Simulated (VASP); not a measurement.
# AlC3 (Pm-3m) in VASP: notebook, part 3 of 3

VASP 6.6.1.

**6. Relaxation of cell and atoms, PBE, target pressure 20 GPa, at which the enthalpy is minimised**

This run uses another cell than the first one, of 8.25 Å³/atom, 1.056 times its volume.

Input file INCAR:

```
  PREC = Accurate
  ENCUT = 600
  EDIFF = 1E-6
  ISMEAR = -1
  SIGMA = 0.1
  LREAL = False
  LASPH = True
  NELM = 60
  ALGO = Normal
  ISIF = 3
  LWAVE = False
  LCHARG = False
  GGA = PE
  IBRION = 2
  NSW = 80
  EDIFFG = -0.05
  PSTRESS = 200.0
```

Input file KPOINTS:

```
Automatic mesh
0
Gamma
  7 7 7
```

Input file POSCAR:

```
AlC3
1.0
    3.2079290000      0.0000000000      0.0000000000
    0.0000000000      3.2079290000      0.0000000000
    0.0000000000      0.0000000000      3.2079290000
Al C
1 3
Direct
    0.0000000000      0.0000000000      0.0000000000
    0.0000000000      0.5000000000      0.5000000000
    0.5000000000      0.0000000000      0.5000000000
    0.5000000000      0.5000000000      0.0000000000
```

Potentials or basis: VASP PAW PBE potentials, release 64 (Al, C).

On the command line:

```bash
$ cat potpaw_PBE.64/Al/POTCAR potpaw_PBE.64/C/POTCAR > POTCAR
$ mpirun -np 1 vasp_std > vasp.out
```

OUTCAR:

```text
PREC = Accurate
   ENCUT = 600
   EDIFF = 1E-6
   ISMEAR = -1
   LREAL = False
   LASPH = True
   NELM = 60
   ISIF = 3
   GGA = PE
   IBRION = 2
   NSW = 80
   EDIFFG = -0.05
   PSTRESS = 200.0

 ion  position               nearest neighbor table
   1  0.000  0.000  0.000-   2 2.27   3 2.27   4 2.27   2 2.27   3 2.27   2 2.27   4 2.27   2 2.27
                             3 2.27   4 2.27   3 2.27   4 2.27
   2  0.000  0.500  0.500-   1 2.27   1 2.27   1 2.27   1 2.27
   3  0.500  0.000  0.500-   1 2.27   1 2.27   1 2.27   1 2.27
   4  0.500  0.500  0.000-   1 2.27   1 2.27   1 2.27   1 2.27

  LATTYP: Found a simple cubic cell.
 ALAT       =     3.2079290000

  Lattice vectors:

 A1 = (   3.2079290000,   0.0000000000,   0.0000000000)
 A2 = (   0.0000000000,   3.2079290000,   0.0000000000)
 A3 = (   0.0000000000,   0.0000000000,   3.2079290000)

Analysis of symmetry for initial positions (statically):
=====================================================================
 Subroutine PRICEL returns:
 Original cell was already a primitive cell.

 Routine SETGRP: Setting up the symmetry group for a
 simple cubic supercell.

 Subroutine GETGRP returns: Found 48 space group operations
 (whereof 48 operations were pure point group operations)
 out of a pool of 48 trial point group operations.

The static configuration has the point symmetry O_h .

Analysis of symmetry for dynamics (positions and initial velocities):
=====================================================================
 Subroutine PRICEL returns:
 Original cell was already a primitive cell.

 Routine SETGRP: Setting up the symmetry group for a
 simple cubic supercell.

 Subroutine GETGRP returns: Found 48 space group operations
 (whereof 48 operations were pure point group operations)
 out of a pool of 48 trial point group operations.

The dynamic configuration has the point symmetry O_h .

 Subroutine INISYM returns: Found 48 space group operations
 (whereof 48 operations are pure point group operations),
 and found     1 'primitive' translations

----------------------------------------------------------------------------------------

                                     Primitive cell

  volume of cell :      33.0122

  direct lattice vectors                    reciprocal lattice vectors
     3.207929000  0.000000000  0.000000000     0.311727597  0.000000000  0.000000000
     0.000000000  3.207929000  0.000000000     0.000000000  0.311727597  0.000000000
     0.000000000  0.000000000  3.207929000     0.000000000  0.000000000  0.311727597

  length of vectors
     3.207929000  3.207929000  3.207929000     0.311727597  0.311727597  0.311727597

  position of ions in fractional coordinates (direct lattice)
     0.000000000  0.000000000  0.000000000
     0.000000000  0.500000000  0.500000000
     0.500000000  0.000000000  0.500000000
     0.500000000  0.500000000  0.000000000

  ion indices of the primitive-cell ions
   primitive index   ion index
                 1           1
                 2           2
                 3           3
                 4           4

----------------------------------------------------------------------------------------

 KPOINTS: Automatic mesh

Automatic generation of k-mesh.
 Grid dimensions read from file:
 generate k-points for:    7    7    7

 Generating k-lattice:

  Cartesian coordinates                     Fractional coordinates (reciprocal lattice)
     0.044532514  0.000000000  0.000000000     0.142857143  0.000000000  0.000000000
     0.000000000  0.044532514  0.000000000     0.000000000  0.142857143  0.000000000
     0.000000000  0.000000000  0.044532514     0.000000000  0.000000000  0.142857143

  Length of vectors
     0.044532514  0.044532514  0.044532514

  Shift w.r.t. Gamma in fractional coordinates (k-lattice)
     0.000000000  0.000000000  0.000000000

 Subroutine IBZKPT returns following result:
 ===========================================

 Found     20 irreducible k-points:

 Following reciprocal coordinates:
            Coordinates               Weight
  0.000000  0.000000  0.000000      1.000000
  0.142857  0.000000  0.000000      6.000000
  0.285714  0.000000  0.000000      6.000000
  0.428571  0.000000  0.000000      6.000000
  0.142857  0.142857  0.000000     12.000000
  0.285714  0.142857  0.000000     24.000000
[... 12 lines left out ...]
  0.428571  0.428571  0.285714     24.000000
  0.428571  0.428571  0.428571      8.000000
   k-points           NKPTS =     20   k-points in BZ     NKDIM =     20   number of bands    NBANDS=     11
   number of dos      NEDOS =    301   number of ions     NIONS =      4
   total plane-waves  NPLWV =  21952
   dimension x,y,z NGX =    28 NGY =   28 NGZ =   28
   dimension x,y,z NGXF=    56 NGYF=   56 NGZF=   56
   ions per type =               1   3
   NGX,Y,Z   is equivalent  to a cutoff of  14.51, 14.51, 14.51 a.u.
   NGXF,Y,Z  is equivalent  to a cutoff of  29.02, 29.02, 29.02 a.u.
 SYSTEM =  unknown system
   PREC   = accura    normal or accurate (medium, high low for compatibility)
   ISTART =      0    job   : 0-new  1-cont  2-samecut
   ICHARG =      2    charge: 1-file 2-atom 10-const
   ISPIN  =      1    spin polarized calculation?
   LNONCOLLINEAR =      F non collinear calculations
   LSORBIT =      F    spin-orbit coupling
   LASPH  =      T    aspherical Exc in radial PAW
   ENCUT  =  600.0 eV  44.10 Ry    6.64 a.u.   6.41  6.41  6.41*2*pi/ulx,y,z
   NELM   =     60;   NELMIN=  2; NELMDL= -5     # of ELM steps
   EDIFF  = 0.1E-05   stopping-criterion for ELM
   LREAL  =      F    real-space projection
   EDIFFG = -.5E-01   stopping-criterion for IOM
   NSW    =     80    number of steps for IOM
   IBRION =      2    ionic relax: 0-MD 1-quasi-New 2-CG
   NFREE  =      1    steps in history (QN), initial steepest desc. (CG)
   ISIF   =      3    stress and relaxation
   ISYM   =      2    0-nonsym 1-usesym 2-fastsym
   POTIM  = 0.5000    time-step for ionic-motion
   TEBEG  =    0.0;   TEEND  =   0.0 temperature during run
   PSTRESS=  200.0 pullay stress
   NELECT =      15.0000    total number of electrons
   NUPDOWN=      -1.0000    fix difference up-down
   EMIN   =  10.00;   EMAX   =-10.00  energy-range for DOS
   EFERMI =   0.00;   METHOD = LEGACY
   ISMEAR =    -1;   SIGMA  =   0.10  broadening in eV -4-tet -1-fermi 0-gaus
   EFERMI_NEDOS =   21; number of points for ismear=-14 and -15
   IALGO  =     38    algorithm
   IMIX   =      4    mixing-type and parameters
     AMIX     =   0.40;   BMIX     =  1.00
     AMIX_MAG =   1.60;   BMIX_MAG =  1.00
  volume/ion in A,a.u.               =       8.25        55.69
  Fermi-wavevector in a.u.,A,eV,Ry     =   1.258579  2.378370 21.551918  1.584021
  Thomas-Fermi vector in A             =   2.392182
   LORBIT       =      0    0 simple, 1 ext, 2 COOP (PROOUT), +10 PAW based schemes
   GGA     = PE    functional components
   LHFCALC =     F    Hartree Fock is set to
   AEXX    =    0.0000 exact exchange contribution
   IVDW    =     0    specifies the selected vdW correction
   LEPSILON=     F    determine dielectric tensor
   LRPA    =     F    only Hartree local field effects (RPA)
 conjugate gradient relaxation of ions
 non-spin polarized calculation
  energy-cutoff  :      600.00
  volume of cell :       33.01
 maximum number of plane-waves:      1141
 NGX is ok and might be reduce to    28
   NGX = 13   NGY = 13   NGZ = 13

--------------------------------------- Ionic step        1  -------------------------------------------

 number of electron      15.0000000 magnetization

 Free energy of the ion-electron system (eV)
  ---------------------------------------------------
  ext. energy  EPLUGINS =         0.00000000
  ---------------------------------------------------
  free energy    TOTEN  =       -20.65238022 eV

  energy without entropy =      -20.60872100  energy(sigma->0) =      -20.63055061

 E-fermi :   9.0893     XC(G=0): -12.2660

 val. band max:        9.0667491914   @ k =   0.4286   0.4286   0.0000
 cond. band min:       9.2117691107   @ k =   0.4286   0.2857   0.1429
 fundamental gap:      0.1450199193
 Fermi energy:         9.0892929448

 k-point     1 :       0.0000    0.0000    0.0000
  band No.  band energies     occupation
      1      -8.2538      2.00000
      2       2.6042      2.00000
      3       2.6042      2.00000
      4       3.2747      2.00000
      5       3.2747      2.00000
      6       3.2747      2.00000
      7      10.5939      0.00000
      8      10.5939      0.00000
      9      10.5939      0.00000
     10      11.1959      0.00000
     11      13.5507      0.00000
[... 341 lines left out ...]
  enthalpy is  TOTEN    =       -16.6808317031 eV   P V=        3.5321449737

--------------------------------------- Ionic step        3  -------------------------------------------

 number of electron      15.0000000 magnetization

 Free energy of the ion-electron system (eV)
  ---------------------------------------------------
  ext. energy  EPLUGINS =         0.00000000
  ---------------------------------------------------
  free energy    TOTEN  =       -20.47255738 eV

  energy without entropy =      -20.43283911  energy(sigma->0) =      -20.45269825

 E-fermi :  10.5787     XC(G=0): -12.7319

 val. band max:       10.3771185263   @ k =   0.4286   0.4286   0.4286
 cond. band min:      10.6431357474   @ k =   0.2857   0.2857   0.0000
 fundamental gap:      0.2660172211
 Fermi energy:        10.5786770376

 k-point     1 :       0.0000    0.0000    0.0000
  band No.  band energies     occupation
      1      -8.0591      2.00000
      2       3.9911      2.00000
      3       3.9911      2.00000
      4       3.9911      2.00000
      5       4.0114      2.00000
      6       4.0114      2.00000
      7      12.0291      0.00000
      8      12.0291      0.00000
      9      12.0291      0.00000
     10      12.9323      0.00000
     11      15.3384      0.00000
[... 295 lines left out ...]
  FREE ENERGIE OF THE ION-ELECTRON SYSTEM (eV)
  ---------------------------------------------------
  free  energy   TOTEN  =       -20.4725573781 eV

  energy  without entropy=      -20.4328391149  energy(sigma->0) =      -20.45269825

  enthalpy is  TOTEN    =       -16.7459009019 eV   P V=        3.7266564761

 reached required accuracy - stopping structural energy minimisation
```

CONTCAR:

```text
AlC3
   1.00000000000000
     3.1021775409610295    0.0000000000000000    0.0000000000000000
     0.0000000000000000    3.1021775409610295    0.0000000000000000
    -0.0000000000000000   -0.0000000000000000    3.1021775409610295
  Al              C
     1     3
Direct
     0.0000000000000000    0.0000000000000000    0.0000000000000000
     0.0000000000000000    0.5000000000000000    0.5000000000000000
     0.5000000000000000    0.0000000000000000    0.5000000000000000
     0.5000000000000000    0.5000000000000000    0.0000000000000000

  0.00000000E+00  0.00000000E+00  0.00000000E+00
  0.00000000E+00  0.00000000E+00  0.00000000E+00
  0.00000000E+00  0.00000000E+00  0.00000000E+00
  0.00000000E+00  0.00000000E+00  0.00000000E+00
```

Run time: 19 s. Hardware: 1 thread of Intel Xeon 6975P-C, shared host; peak memory 0.15 GiB.

Results:

* Free energy: -20.4726 eV
* Relaxed volume: 7.46 Å³/atom
* Relaxed cell: a = 3.102 Å, b = 3.102 Å, c = 3.102 Å, α = 90.00°, β = 90.00°, γ = 90.00°
* Space group after relaxing (to 0.05 Å): Pm-3m (No. 221)
* Energy change on relaxing (the enthalpy is what falls): +45.0 meV/atom
* Ionic steps: 3
* Pressure after relaxing: 20.0 GPa

Step by step:
| step | energy change (eV) | largest force (eV/Å) | pressure (GPa) | volume (Å³) |
| --- | --- | --- | --- | --- |
| 1 | 0.0000 | 0.0000 | -0.16 | 33.01 |
| 2 | 0.4394 | 0.0000 | 33.96 | 28.30 |
| 3 | 0.1798 | 0.0000 | 19.98 | 29.85 |

Final structure:
```
CELL_PARAMETERS angstrom
3.10218 0.00000 0.00000
0.00000 3.10218 0.00000
0.00000 0.00000 3.10218
ATOMIC_POSITIONS crystal
Al 0.00000 0.00000 0.00000
C 0.00000 0.50000 0.50000
C 0.50000 0.00000 0.50000
C 0.50000 0.50000 0.00000
```

Levels at points of the mesh, in eV from the Fermi level:
```
           k point  band 3  band 4  band 5  band 6  band 7  band 8  band 9  band 10  band 11
(0.00, 0.00, 0.00)   -6.59   -6.59   -6.57   -6.57    1.45    1.45    1.45     2.35     4.76
```

Caveat: the cell is relaxed towards a set pressure, so the enthalpy falls and the energy may rise.

**7. Overview**

```csv
task,cell,cutoff (eV),gap on the mesh (eV),pressure (GPa)
single point,"a = 3.150 Å, 4 atoms",520,none,10.0
relaxation of cell and atoms,"relaxed from a = 3.208 Å, 4 atoms",600,none,-0.2
relaxation of cell and atoms,"relaxed to 5 GPa from a = 3.208 Å, 4 atoms",600,none,5.0
relaxation of cell and atoms,"relaxed to 10 GPa from a = 3.208 Å, 4 atoms",600,none,10.0
relaxation of cell and atoms,"relaxed to 20 GPa from a = 3.208 Å, 4 atoms",600,none,20.0
```

Alike in all rows: level PBE; potentials or basis VASP PAW PBE potentials, release 64 (Al, C); no spin polarisation; k mesh 7 × 7 × 7; smearing fermi-dirac 0.1 eV.

Caveats: the cell is relaxed towards a set pressure, so the enthalpy falls and the energy may rise (some runs); the relaxation stopped at its first step, so nothing moved (some runs).

Total energies depend on the potentials used, so only differences within one code and one set of settings carry meaning.
